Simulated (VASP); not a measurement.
# AlN (P6_3mc) in VASP: dielectric tensor with r2SCAN

Aim: the dielectric tensor of AlN with r2SCAN.

Everything below comes from runs of VASP 6.6.1. Logs are shortened: lines on timing, memory, paths and dates and some standing lists are left out, and cuts for length are marked.

**1. The cell of the first run**

Symmetry: P6_3mc, No. 186, hexagonal system. The conventional cell has a = 3.107 Å, b = 3.107 Å, c = 4.979 Å, α = 90.00°, β = 90.00°, γ = 120.00°. Al (site symmetry 3m) has 4 N at 1.89 to 1.90 Å within 2.5 Å. N (site symmetry 3m) has 4 Al at 1.89 to 1.90 Å within 2.5 Å.

**2. Dielectric tensor, r2SCAN**

Contents of INCAR:

```
ALGO = Normal
EDIFF = 1E-8
ENCUT = 520
ISIF = 2
ISMEAR = 0
LASPH = T
LCALCEPS = T
LCHARG = F
LMIXTAU = T
LREAL = F
LWAVE = F
METAGGA = R2SCAN
NELM = 80
PREC = Accurate
SIGMA = 0.01
```

Contents of KPOINTS:

```
k-points
0
Gamma
  9 9 4
```

Contents of POSCAR:

```
AlN
1.0
    3.1066945029      0.0000000000      0.0000000000
   -1.5533472514      2.6904763613      0.0000000000
    0.0000000000      0.0000000000      4.9785885515
Al N
2 2
Direct
    0.3333333333      0.6666666667     -0.0007956040
    0.6666666667      0.3333333333      0.4992043960
    0.3333333333      0.6666666667      0.3807956040
    0.6666666667      0.3333333333      0.8807956040
```

Potentials or basis: VASP PAW PBE potentials, release 64 (Al, N).

Run with:

```bash
$ cat potpaw_PBE.64/Al/POTCAR potpaw_PBE.64/N/POTCAR > POTCAR
$ mpirun -np 1 vasp_std > vasp.out
```

OUTCAR:

```text
EDIFF = 1E-8
   ENCUT = 520
   ISIF = 2
   ISMEAR = 0
   LASPH = T
   LREAL = F
   METAGGA = R2SCAN
   NELM = 80
   PREC = Accurate

 ion  position               nearest neighbor table
   1  0.333  0.667  0.999-   4 1.89   4 1.89   4 1.89   3 1.90   2 3.07   2 3.07   2 3.07   2 3.07
                             2 3.07   2 3.07
   2  0.667  0.333  0.499-   3 1.89   3 1.89   3 1.89   4 1.90   1 3.07   1 3.07   1 3.07   1 3.07
                             1 3.07   1 3.07
   3  0.333  0.667  0.381-   2 1.89   2 1.89   2 1.89   1 1.90
   4  0.667  0.333  0.881-   1 1.89   1 1.89   1 1.89   2 1.90

  LATTYP: Found a hexagonal cell.
 ALAT       =     3.1066945029
 C/A-ratio  =     1.6025356040

  Lattice vectors:

 A1 = (   3.1066945029,   0.0000000000,   0.0000000000)
 A2 = (  -1.5533472514,   2.6904763613,   0.0000000000)
 A3 = (   0.0000000000,   0.0000000000,   4.9785885515)

Analysis of symmetry for initial positions (statically):
=====================================================================
 Subroutine PRICEL returns:
 Original cell was already a primitive cell.

 Routine SETGRP: Setting up the symmetry group for a
 hexagonal supercell.

 Subroutine GETGRP returns: Found 12 space group operations
 (whereof  6 operations were pure point group operations)
 out of a pool of 24 trial point group operations.

The static configuration has the point symmetry C_3v.
 The point group associated with its full space group is C_6v.

Analysis of symmetry for dynamics (positions and initial velocities):
=====================================================================
 Subroutine PRICEL returns:
 Original cell was already a primitive cell.

 Routine SETGRP: Setting up the symmetry group for a
 hexagonal supercell.

 Subroutine GETGRP returns: Found 12 space group operations
 (whereof  6 operations were pure point group operations)
 out of a pool of 24 trial point group operations.

The dynamic configuration has the point symmetry C_3v.
 The point group associated with its full space group is C_6v.

 Subroutine INISYM returns: Found 12 space group operations
 (whereof  6 operations are pure point group operations),
 and found     1 'primitive' translations

----------------------------------------------------------------------------------------

                                     Primitive cell

  volume of cell :      41.6135

  direct lattice vectors                    reciprocal lattice vectors
     3.106694503  0.000000000  0.000000000     0.321885528  0.185840696  0.000000000
    -1.553347251  2.690476361  0.000000000     0.000000000  0.371681392  0.000000000
     0.000000000  0.000000000  4.978588551     0.000000000  0.000000000  0.200860141

  length of vectors
     3.106694503  3.106694503  4.978588551     0.371681392  0.371681392  0.200860141

  position of ions in fractional coordinates (direct lattice)
     0.333333333  0.666666667  0.999204396
     0.666666667  0.333333333  0.499204396
     0.333333333  0.666666667  0.380795604
     0.666666667  0.333333333  0.880795604

  ion indices of the primitive-cell ions
   primitive index   ion index
                 1           1
                 2           2
                 3           3
                 4           4

----------------------------------------------------------------------------------------

 KPOINTS: k-points

Automatic generation of k-mesh.
 Grid dimensions read from file:
 generate k-points for:    9    9    4

 Generating k-lattice:

  Cartesian coordinates                     Fractional coordinates (reciprocal lattice)
     0.035765059  0.020648966  0.000000000     0.111111111  0.000000000  0.000000000
     0.000000000  0.041297932  0.000000000     0.000000000  0.111111111  0.000000000
     0.000000000  0.000000000  0.050215035     0.000000000  0.000000000  0.250000000

  Length of vectors
     0.041297932  0.041297932  0.050215035

  Shift w.r.t. Gamma in fractional coordinates (k-lattice)
     0.000000000  0.000000000  0.000000000

 Subroutine IBZKPT returns following result:
 ===========================================

 Found     36 irreducible k-points:

 Following reciprocal coordinates:
            Coordinates               Weight
  0.000000  0.000000  0.000000      1.000000
  0.111111  0.000000  0.000000      6.000000
  0.222222 -0.000000  0.000000      6.000000
  0.333333 -0.000000  0.000000      6.000000
  0.444444 -0.000000  0.000000      6.000000
  0.111111  0.111111  0.000000      6.000000
[... 16 lines left out ...]
  0.333333  0.222222  0.250000     24.000000
  0.333333  0.333333  0.250000      4.000000
 [... further k-points ...]
   k-points           NKPTS =     36   k-points in BZ     NKDIM =     36   number of bands    NBANDS=     12
   number of dos      NEDOS =    301   number of ions     NIONS =      4
   total plane-waves  NPLWV =  23040
   dimension x,y,z NGX =    24 NGY =   24 NGZ =   40
   dimension x,y,z NGXF=    48 NGYF=   48 NGZF=   80
   ions per type =               2   2
   NGX,Y,Z   is equivalent  to a cutoff of  12.84, 12.84, 13.36 a.u.
   NGXF,Y,Z  is equivalent  to a cutoff of  25.69, 25.69, 26.71 a.u.
 SYSTEM =  unknown system
   PREC   = accura    normal or accurate (medium, high low for compatibility)
   ISTART =      0    job   : 0-new  1-cont  2-samecut
   ICHARG =      2    charge: 1-file 2-atom 10-const
   ISPIN  =      1    spin polarized calculation?
   LNONCOLLINEAR =      F non collinear calculations
   LSORBIT =      F    spin-orbit coupling
   LASPH  =      T    aspherical Exc in radial PAW
   ENCUT  =  520.0 eV  38.22 Ry    6.18 a.u.   5.78  5.78  9.26*2*pi/ulx,y,z
   NELM   =     80;   NELMIN=  2; NELMDL= -5     # of ELM steps
   EDIFF  = 0.1E-07   stopping-criterion for ELM
   LREAL  =      F    real-space projection
   EDIFFG = 0.1E-06   stopping-criterion for IOM
   NSW    =      0    number of steps for IOM
   IBRION =     -1    ionic relax: 0-MD 1-quasi-New 2-CG
   NFREE  =      0    steps in history (QN), initial steepest desc. (CG)
   ISIF   =      2    stress and relaxation
   ISYM   =      2    0-nonsym 1-usesym 2-fastsym
   POTIM  = 0.5000    time-step for ionic-motion
   TEBEG  =    0.0;   TEEND  =   0.0 temperature during run
   PSTRESS=    0.0 pullay stress
   NELECT =      16.0000    total number of electrons
   NUPDOWN=      -1.0000    fix difference up-down
   EMIN   =  10.00;   EMAX   =-10.00  energy-range for DOS
   EFERMI =   0.00;   METHOD = LEGACY
   ISMEAR =     0;   SIGMA  =   0.01  broadening in eV -4-tet -1-fermi 0-gaus
   EFERMI_NEDOS =   21; number of points for ismear=-14 and -15
   IALGO  =     38    algorithm
   IMIX   =      4    mixing-type and parameters
     AMIX     =   0.40;   BMIX     =  1.00
     AMIX_MAG =   1.60;   BMIX_MAG =  1.00
  volume/ion in A,a.u.               =      10.40        70.21
  Fermi-wavevector in a.u.,A,eV,Ry     =   1.190429  2.249585 19.281105  1.417121
  Thomas-Fermi vector in A             =   2.326514
   LORBIT       =      0    0 simple, 1 ext, 2 COOP (PROOUT), +10 PAW based schemes
   METAGGA = R2SCAN    functional components
   LHFCALC =     F    Hartree Fock is set to
   AEXX    =    0.0000 exact exchange contribution
   IVDW    =     0    specifies the selected vdW correction
   LEPSILON=     F    determine dielectric tensor
   LRPA    =     F    only Hartree local field effects (RPA)
   LRPA       =     F
 non-spin polarized calculation
 Gauss-broadening in eV      SIGMA  =   0.01
  energy-cutoff  :      520.00
  volume of cell :       41.61
 maximum number of plane-waves:      1152
 NGX is ok and might be reduce to    24
   NGX = 11   NGY = 11   NGZ = 19

 Total electronic dipole moment: p[elc]=(    -0.00000     0.00000    -0.49774 ) |e| Angst

 number of electron      15.9999996 magnetization

 Free energy of the ion-electron system (eV)
  ---------------------------------------------------
  ext. energy  EPLUGINS =         0.00000000
  ---------------------------------------------------
  free energy    TOTEN  =       -38.45150223 eV

  energy without entropy =      -38.45150223  energy(sigma->0) =      -38.45150223

 E-fermi :   5.9623     XC(G=0): -11.4166

 val. band max:        5.9177173859   @ k =   0.0000   0.0000   0.0000
 cond. band min:   10000.0000000000   @ k =   0.0000   0.0000   0.0000
 fundamental gap:   9994.0822826141
 Fermi energy:         5.9623287274

 k-point     1 :       0.0000    0.0000    0.0000
  band No.  band energies     occupation
      1     -10.0625      2.00000
      2      -7.9407      2.00000
      3      -0.1515      2.00000
      4       5.0336      2.00000
      5       5.0336      2.00000
      6       5.6943      2.00000
      7       5.6943      2.00000
      8       5.9177      2.00000
      9   10000.0000      0.00000
     10   10000.0000      0.00000
     11   10000.0000      0.00000
     12   10000.0000      0.00000

 k-point     2 :       0.1111    0.0000    0.0000
  band No.  band energies     occupation
      1      -9.9048      2.00000
      2      -7.8533      2.00000
      3       0.0394      2.00000
      4       4.3333      2.00000
      5       4.8326      2.00000
      6       5.0266      2.00000
      7       5.6670      2.00000
      8       5.8460      2.00000
      9   10000.0000      0.00000
     10   10000.0000      0.00000
     11   10000.0000      0.00000
     12   10000.0000      0.00000
[... 301 lines left out ...]
 k-point    23 :       0.3333    0.2222    0.2500
  band No.  band energies     occupation
      1      -7.8622      2.00000
      2      -7.4663      2.00000
      3       0.7907      2.00000
      4       1.3143      2.00000
      5       2.3096      2.00000
      6       3.4493      2.00000
      7       3.9554      2.00000
      8       4.8317      2.00000
      9   10000.0000      0.00000
     10   10000.0000      0.00000
     11   10000.0000      0.00000
     12   10000.0000      0.00000

 k-point    24 :       0.3333    0.3333    0.2500
  band No.  band energies     occupation
      1      -7.5691      2.00000
      2      -7.5691      2.00000
      3       1.2872      2.00000
      4       1.4508      2.00000
      5       1.4508      2.00000
      6       2.9123      2.00000
      7       4.4262      2.00000
      8       4.4262      2.00000
      9   10000.0000      0.00000
     10   10000.0000      0.00000
     11   10000.0000      0.00000
     12   10000.0000      0.00000

 [... further k-points ...]

------------------------ aborting loop because EDIFF is reached ----------------------------------------

            Ionic dipole moment: p[ion]=(     0.00000     0.00000    13.95589 ) |e| Angst

 Total electronic dipole moment: p[elc]=(    -0.00000    -0.00000    -0.49013 ) |e| Angst

 MACROSCOPIC STATIC DIELECTRIC TENSOR (including local field effects)
 ------------------------------------------------------
           4.123681     0.000000     0.000000
           0.000000     4.123681     0.000000
           0.000000     0.000000     4.309528
 ------------------------------------------------------

 PIEZOELECTRIC TENSOR (including local field effects) (e Angst)
          XX          YY          ZZ          XY          YZ          ZX
  --------------------------------------------------------------------------------
  x     0.00000     0.00000     0.00000     0.00000     0.00000     0.85179
  y    -0.00000     0.00000    -0.00000     0.00000     0.85179     0.00000
  z     0.65863     0.65863    -0.99618     0.00000    -0.00000    -0.00000

 PIEZOELECTRIC TENSOR (including local field effects) (C/m^2)
          XX          YY          ZZ          XY          YZ          ZX
  --------------------------------------------------------------------------------
  x     0.00000     0.00000     0.00000     0.00000     0.00000     0.32795
  y    -0.00000     0.00000    -0.00000     0.00000     0.32795     0.00000
  z     0.25358     0.25358    -0.38354     0.00000    -0.00000    -0.00000

 BORN EFFECTIVE CHARGES (including local field effects) (in |e|, cummulative output)
 ---------------------------------------------------------------------------------
 ion    1
    1     2.49864     0.00000     0.00000
    2     0.00000     2.49864     0.00000
    3     0.00000    -0.00000     2.65147
 ion    2
    1     2.49864     0.00000    -0.00000
    2     0.00000     2.49864     0.00000
    3    -0.00000     0.00000     2.65147
 ion    3
    1    -2.49864    -0.00000     0.00000
    2    -0.00000    -2.49864     0.00000
    3     0.00000     0.00000    -2.65147
 ion    4
    1    -2.49864    -0.00000     0.00000
    2    -0.00000    -2.49864     0.00000
    3    -0.00000    -0.00000    -2.65147

  FORCE on cell =-STRESS in cart. coord.  units (eV):
  Direction    XX          YY          ZZ          XY          YZ          ZX
  --------------------------------------------------------------------------------------
  -------------------------------------------------------------------------------------
  Total       -0.1024476     -0.1024476     -0.0963871     -0.0000000      0.0000000     -0.0000000
  in kB       -3.9443786     -3.9443786     -3.7110394     -0.0000000      0.0000000     -0.0000000
  external PRESSURE =      -3.8665989 kB  Pullay stress =       0.0000000 kB

 VOLUME and BASIS-vectors are now :
 -----------------------------------------------------------------------------
  energy-cutoff  :      520.00
  volume of cell :       41.61
      direct lattice vectors                 reciprocal lattice vectors
     3.106694503  0.000000000  0.000000000     0.321885528  0.185840696  0.000000000
    -1.553347251  2.690476361  0.000000000     0.000000000  0.371681392  0.000000000
     0.000000000  0.000000000  4.978588551     0.000000000  0.000000000  0.200860141

 POSITION                                       TOTAL-FORCE (eV/Angst)
 -----------------------------------------------------------------------------------
     -0.00000      1.79365      4.97463         0.000000      0.000000     -0.003223
      1.55335      0.89683      2.48533        -0.000000     -0.000000     -0.003223
     -0.00000      1.79365      1.89582         0.000000     -0.000000      0.003223
      1.55335      0.89683      4.38512         0.000000     -0.000000      0.003223
 -----------------------------------------------------------------------------------
    total drift:                               -0.000000     -0.000000     -0.025624

  FREE ENERGIE OF THE ION-ELECTRON SYSTEM (eV)
  ---------------------------------------------------
  free  energy   TOTEN  =       -38.4515022282 eV

  energy  without entropy=      -38.4515022282  energy(sigma->0) =      -38.45150223
```

Run time: 40 min. Hardware: 1 thread of Intel Xeon 8259CL, shared host; peak memory 0.45 GiB.

Results:

| Quantity | Value |
| --- | --- |
| Band gap on the k mesh | 4.92 eV |
| Electronic dielectric tensor (diagonal) | 4.12, 4.12, 4.31 |
| Born charges (mean of the diagonal) | Al +2.55; N -2.55 e |

Levels at points of the mesh, in eV from the valence-band top:
```csv
k point,band 4,band 5,band 6,band 7,band 8,band 9,band 10,band 11,band 12
"(0.00, 0.00, 0.00)",-0.88,-0.88,-0.22,-0.22,0.00,4.92,7.54,11.62,12.05
"(0.00, 0.00, 0.50)",-3.37,-0.56,-0.56,-0.56,-0.56,7.26,7.26,11.32,11.32
```

Electronic dielectric tensor:
```
4.12 0.00 0.00
0.00 4.12 0.00
0.00 0.00 4.31
```

Born effective charge tensors (e):
atom 1, Al
```
2.50 0.00 0.00
0.00 2.50 0.00
0.00 0.00 2.65
```
atom 2, Al
```
2.50 0.00 0.00
0.00 2.50 0.00
0.00 0.00 2.65
```
atom 3, N
```
-2.50  0.00  0.00
 0.00 -2.50  0.00
 0.00  0.00 -2.65
```
atom 4, N
```
-2.50  0.00  0.00
 0.00 -2.50  0.00
 0.00  0.00 -2.65
```

Dipole moments of the cell (e·Å, modulo the quantum): ionic 0.000, 0.000, 13.956; electronic 0.000, 0.000, -0.490

Caveat: the PAW data sets were made with another functional, which shifts forces and pressure a little.
